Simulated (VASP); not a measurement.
# BaS (Fm-3m) in VASP: further runs

BaS is run at these levels: PBE, r2SCAN, HSE06, PBE0; tasks: single point.

All numbers are computed with VASP 6.6.1; they aren't measurements. Logs are shortened: lines on timing, memory, paths and dates and some standing lists are left out, and cuts for length are marked.

## (1) The cell of the first run

Symmetry: Fm-3m, No. 225, cubic system. The conventional cell has a = 6.424 Å, b = 6.424 Å, c = 6.424 Å, α = 90.00°, β = 90.00°, γ = 90.00°. Within 4.2 Å of Ba (site symmetry m-3m) lie 6 S at 3.21 Å. Within 4.2 Å of S (site symmetry m-3m) lie 6 Ba at 3.21 Å.

## (2) Single point, PBE

Input file INCAR:

```
SYSTEM = BaS
PREC = Accurate
ENCUT = 520
EDIFF = 1E-6
ISMEAR = 0
SIGMA = 0.01
LREAL = .FALSE.
LASPH = .TRUE.
NELM = 60
ALGO = Normal
ISIF = 2
LWAVE = .FALSE.
LCHARG = .TRUE.
GGA = PE
LELF = .TRUE.
LVHAR = .TRUE.
NBANDS = 15
```

Input file KPOINTS:

```
regular mesh
0
G
  4 4 4
  0 0 0
```

Input file POSCAR:

```
BaS
1.0
    0.0000000000      3.2119099264      3.2119099264
    3.2119099264      0.0000000000      3.2119099264
    3.2119099264      3.2119099264      0.0000000000
Ba S
1 1
Direct
    0.0000000000      0.0000000000      0.0000000000
    0.5000000000      0.5000000000      0.5000000000
```

Potentials or basis: VASP PAW PBE potentials, release 64 (Ba_sv, S).

Started as:

```sh
$ cat potpaw_PBE.64/Ba_sv/POTCAR potpaw_PBE.64/S/POTCAR > POTCAR
$ mpirun -np 1 vasp_std > vasp.out
```

OUTCAR:

```text
SYSTEM = BaS
   PREC = Accurate
   ENCUT = 520
   EDIFF = 1E-6
   ISMEAR = 0
   LREAL = .FALSE.
   LASPH = .TRUE.
   NELM = 60
   ISIF = 2
   GGA = PE

 ion  position               nearest neighbor table
   1  0.000  0.000  0.000-   2 3.21   2 3.21   2 3.21   2 3.21   2 3.21   2 3.21
   2  0.500  0.500  0.500-   1 3.21   1 3.21   1 3.21   1 3.21   1 3.21   1 3.21

  LATTYP: Found a face centered cubic cell.
 ALAT       =     6.4238198528

  Lattice vectors:

 A1 = (   0.0000000000,   3.2119099264,   3.2119099264)
 A2 = (   3.2119099264,   0.0000000000,   3.2119099264)
 A3 = (   3.2119099264,   3.2119099264,   0.0000000000)

Analysis of symmetry for initial positions (statically):
=====================================================================
 Subroutine PRICEL returns:
 Original cell was already a primitive cell.

 Routine SETGRP: Setting up the symmetry group for a
 face centered cubic supercell.

 Subroutine GETGRP returns: Found 48 space group operations
 (whereof 48 operations were pure point group operations)
 out of a pool of 48 trial point group operations.

The static configuration has the point symmetry O_h .

Analysis of symmetry for dynamics (positions and initial velocities):
=====================================================================
 Subroutine PRICEL returns:
 Original cell was already a primitive cell.

 Routine SETGRP: Setting up the symmetry group for a
 face centered cubic supercell.

 Subroutine GETGRP returns: Found 48 space group operations
 (whereof 48 operations were pure point group operations)
 out of a pool of 48 trial point group operations.

The dynamic configuration has the point symmetry O_h .

 Subroutine INISYM returns: Found 48 space group operations
 (whereof 48 operations are pure point group operations),
 and found     1 'primitive' translations

----------------------------------------------------------------------------------------

                                     Primitive cell

  volume of cell :      66.2705

  direct lattice vectors                    reciprocal lattice vectors
     0.000000000  3.211909926  3.211909926    -0.155670617  0.155670617  0.155670617
     3.211909926  0.000000000  3.211909926     0.155670617 -0.155670617  0.155670617
     3.211909926  3.211909926  0.000000000     0.155670617  0.155670617 -0.155670617

  length of vectors
     4.542326579  4.542326579  4.542326579     0.269629418  0.269629418  0.269629418

  position of ions in fractional coordinates (direct lattice)
     0.000000000  0.000000000  0.000000000
     0.500000000  0.500000000  0.500000000

  ion indices of the primitive-cell ions
[... 71 lines left out ...]
   EMIN   =  10.00;   EMAX   =-10.00  energy-range for DOS
   EFERMI =   0.00;   METHOD = LEGACY
   ISMEAR =     0;   SIGMA  =   0.01  broadening in eV -4-tet -1-fermi 0-gaus
   EFERMI_NEDOS =   21; number of points for ismear=-14 and -15
   IALGO  =     38    algorithm
   IMIX   =      4    mixing-type and parameters
     AMIX     =   0.40;   BMIX     =  1.00
     AMIX_MAG =   1.60;   BMIX_MAG =  1.00
  volume/ion in A,a.u.               =      33.14       223.61
  Fermi-wavevector in a.u.,A,eV,Ry     =   1.019393  1.926373 14.138647  1.039161
  Thomas-Fermi vector in A             =   2.152904
   LORBIT       =      0    0 simple, 1 ext, 2 COOP (PROOUT), +10 PAW based schemes
   GGA     = PE    functional components
   LHFCALC =     F    Hartree Fock is set to
   AEXX    =    0.0000 exact exchange contribution
   IVDW    =     0    specifies the selected vdW correction
   LEPSILON=     F    determine dielectric tensor
   LRPA    =     F    only Hartree local field effects (RPA)
 non-spin polarized calculation
 Gauss-broadening in eV      SIGMA  =   0.01
  energy-cutoff  :      520.00
  volume of cell :       66.27
 maximum number of plane-waves:      1812
 NGX is ok and might be reduce to    36
   NGX = 17   NGY = 17   NGZ = 17

 number of electron      16.0000002 magnetization

 Free energy of the ion-electron system (eV)
  ---------------------------------------------------
  ext. energy  EPLUGINS =         0.00000000
  ---------------------------------------------------
  free energy    TOTEN  =       -10.18734239 eV

  energy without entropy =      -10.18734239  energy(sigma->0) =      -10.18734239

 E-fermi :   1.4372     XC(G=0):  -8.5537

 val. band max:        1.3724497362   @ k =   0.0000   0.0000   0.0000
 cond. band min:       3.5026696503   @ k =   0.5000   0.5000   0.0000
 fundamental gap:      2.1302199141
 Fermi energy:         1.4371718075

 k-point     1 :       0.0000    0.0000    0.0000
  band No.  band energies     occupation
      1     -24.7643      2.00000
      2      -9.8216      2.00000
      3      -9.8216      2.00000
      4      -9.8216      2.00000
      5      -8.9608      2.00000
      6       1.3724      2.00000
      7       1.3724      2.00000
      8       1.3724      2.00000
      9       4.8864      0.00000
     10       5.2326      0.00000
     11       5.2326      0.00000
     12       5.2326      0.00000
     13       6.1407      0.00000
     14       6.1407      0.00000
[... 113 lines left out ...]
      2     -10.3086      2.00000
      3     -10.1408      2.00000
      4     -10.1408      2.00000
      5      -8.3731      2.00000
      6       0.2795      2.00000
      7       0.8712      2.00000
      8       0.8712      2.00000
      9       5.6391      0.00000
     10       5.6391      0.00000
     11       7.5752      0.00000
     12       8.1756      0.00000
     13       8.7907      0.00000
     14      10.7516      0.00000
     15      11.8784      0.00000

------------------------ aborting loop because EDIFF is reached ----------------------------------------

  FORCE on cell =-STRESS in cart. coord.  units (eV):
  Direction    XX          YY          ZZ          XY          YZ          ZX
  --------------------------------------------------------------------------------------
  -------------------------------------------------------------------------------------
  Total        0.2819037      0.2819037      0.2819037      0.0000000     -0.0000000      0.0000000
  in kB        6.8153994      6.8153994      6.8153994      0.0000000     -0.0000000      0.0000000
  external PRESSURE =       6.8153994 kB  Pullay stress =       0.0000000 kB

 VOLUME and BASIS-vectors are now :
 -----------------------------------------------------------------------------
  energy-cutoff  :      520.00
  volume of cell :       66.27
      direct lattice vectors                 reciprocal lattice vectors
     0.000000000  3.211909926  3.211909926    -0.155670617  0.155670617  0.155670617
     3.211909926  0.000000000  3.211909926     0.155670617 -0.155670617  0.155670617
     3.211909926  3.211909926  0.000000000     0.155670617  0.155670617 -0.155670617

 POSITION                                       TOTAL-FORCE (eV/Angst)
 -----------------------------------------------------------------------------------
      0.00000      0.00000      0.00000        -0.000000      0.000000      0.000000
      3.21191      3.21191      3.21191         0.000000      0.000000     -0.000000
 -----------------------------------------------------------------------------------
    total drift:                                0.000000      0.000000      0.000000

  FREE ENERGIE OF THE ION-ELECTRON SYSTEM (eV)
  ---------------------------------------------------
  free  energy   TOTEN  =       -10.1873423857 eV

  energy  without entropy=      -10.1873423857  energy(sigma->0) =      -10.18734239
```

Run time: 12 s. Hardware: 1 thread of Intel Xeon Platinum 8259CL at 2.50GHz (Skylake/Cascade Lake), shared host; peak memory 0.19 GiB.

Results:

```yaml
Free_energy: -10.1873 eV
Pressure: 0.7 GPa
Band_gap_on_the_k_mesh: 2.13 eV (least direct gap 2.28 eV)
```

Caveat: the k points lie up to 0.42 Å⁻¹ apart; spin-orbit coupling is left out, which moves the levels of the heavy elements. A k mesh can miss the band edges.

## (3) Single point, r2SCAN

POSCAR is that of step 2.

Input file INCAR.step1:

```
SYSTEM = BaS
ALGO = Normal
EDIFF = 1E-4
ENCUT = 520
GGA = PE
ISMEAR = 0
LASPH = .TRUE.
LCHARG = .FALSE.
LREAL = .FALSE.
LWAVE = .TRUE.
NBANDS = 15
NELM = 100
PREC = Accurate
SIGMA = 0.01
```

Input file INCAR.step2:

```
SYSTEM = BaS
ALGO = Normal
EDIFF = 1E-7
ENCUT = 520
ISIF = 2
ISMEAR = 0
ISTART = 1
LASPH = .TRUE.
LCHARG = .FALSE.
LMIXTAU = .TRUE.
LREAL = .FALSE.
LWAVE = .FALSE.
METAGGA = R2SCAN
NBANDS = 15
NELM = 100
PREC = Accurate
SIGMA = 0.01
```

Input file KPOINTS:

```
k-points
0
G
  4 4 4
  0 0 0
```

Potentials or basis: VASP PAW PBE potentials, release 64 (Ba_sv, S).

Started as:

```sh
$ cat potpaw_PBE.64/Ba_sv/POTCAR potpaw_PBE.64/S/POTCAR > POTCAR
$ cp INCAR.step1 INCAR
$ mpirun -np 1 vasp_std > vasp.out
$ cp INCAR.step2 INCAR
$ mpirun -np 1 vasp_std > vasp.out
```

OUTCAR:

```text
SYSTEM = BaS
   EDIFF = 1E-7
   ENCUT = 520
   ISIF = 2
   ISMEAR = 0
   ISTART = 1
   LASPH = .TRUE.
   LREAL = .FALSE.
   METAGGA = R2SCAN
   NELM = 100
   PREC = Accurate

 ion  position               nearest neighbor table
   1  0.000  0.000  0.000-   2 3.21   2 3.21   2 3.21   2 3.21   2 3.21   2 3.21
   2  0.500  0.500  0.500-   1 3.21   1 3.21   1 3.21   1 3.21   1 3.21   1 3.21

  LATTYP: Found a face centered cubic cell.
 ALAT       =     6.4238198528

  Lattice vectors:

[... 314 lines left out ...]

  FORCE on cell =-STRESS in cart. coord.  units (eV):
  Direction    XX          YY          ZZ          XY          YZ          ZX
  --------------------------------------------------------------------------------------
  -------------------------------------------------------------------------------------
  Total        0.2530569      0.2530569      0.2530569     -0.0000000      0.0000000      0.0000000
  in kB        6.1179885      6.1179885      6.1179885     -0.0000000      0.0000000      0.0000000
  external PRESSURE =       6.1179885 kB  Pullay stress =       0.0000000 kB

 VOLUME and BASIS-vectors are now :
 -----------------------------------------------------------------------------
  energy-cutoff  :      520.00
  volume of cell :       66.27
      direct lattice vectors                 reciprocal lattice vectors
     0.000000000  3.211909926  3.211909926    -0.155670617  0.155670617  0.155670617
     3.211909926  0.000000000  3.211909926     0.155670617 -0.155670617  0.155670617
     3.211909926  3.211909926  0.000000000     0.155670617  0.155670617 -0.155670617

 POSITION                                       TOTAL-FORCE (eV/Angst)
 -----------------------------------------------------------------------------------
      0.00000      0.00000      0.00000        -0.000000      0.000000      0.000000
      3.21191      3.21191      3.21191         0.000000     -0.000000     -0.000000
 -----------------------------------------------------------------------------------
    total drift:                                0.000000      0.000000      0.000000

  FREE ENERGIE OF THE ION-ELECTRON SYSTEM (eV)
  ---------------------------------------------------
  free  energy   TOTEN  =       -39.2017589991 eV

  energy  without entropy=      -39.2017589991  energy(sigma->0) =      -39.20175900
```

OSZICAR.step1:

```text
N       E                     dE             d eps       ncg     rms          rms(c)
DAV:   1     0.847468045216E+02    0.84747E+02   -0.69635E+03   240   0.939E+02
DAV:   2    -0.549762949000E+01   -0.90244E+02   -0.81101E+02   332   0.162E+02
DAV:   3    -0.105759658111E+02   -0.50783E+01   -0.50402E+01   318   0.422E+01
DAV:   4    -0.106748720505E+02   -0.98906E-01   -0.98883E-01   320   0.624E+00
DAV:   5    -0.106774739481E+02   -0.26019E-02   -0.26019E-02   304   0.839E-01    0.471E+00
DAV:   6    -0.101692687166E+02    0.50821E+00   -0.70494E-01   282   0.494E+00    0.320E+00
DAV:   7    -0.101716299572E+02   -0.23612E-02   -0.19480E-01   297   0.242E+00    0.213E+00
DAV:   8    -0.101846180134E+02   -0.12988E-01   -0.21732E-02   268   0.104E+00    0.252E-01
DAV:   9    -0.101863695259E+02   -0.17515E-02   -0.35415E-03   317   0.456E-01    0.164E-01
DAV:  10    -0.101872096425E+02   -0.84012E-03   -0.84625E-04   268   0.191E-01    0.497E-02
DAV:  11    -0.101873394072E+02   -0.12976E-03   -0.17322E-04   281   0.802E-02    0.128E-02
DAV:  12    -0.101873427073E+02   -0.33001E-05   -0.78970E-06   183   0.196E-02
   1 F= -.10187343E+02 E0= -.10187343E+02  d E =-.132782E-20
```

Run time: 49 s. Hardware: 1 thread of Intel Xeon Platinum 8259CL at 2.50GHz (Skylake/Cascade Lake), shared host; peak memory 0.21 GiB.

What came out:

* Free energy: -39.2018 eV
* Pressure: 0.6 GPa
* Band gap on the k mesh: 2.49 eV (least direct gap 2.63 eV)

Caveat: the k points lie up to 0.42 Å⁻¹ apart; the PAW data sets were made with another functional, which shifts forces and pressure a little; spin-orbit coupling is left out, which moves the levels of the heavy elements. A k mesh can miss the band edges.

(Part 1 of 2 ends here.)
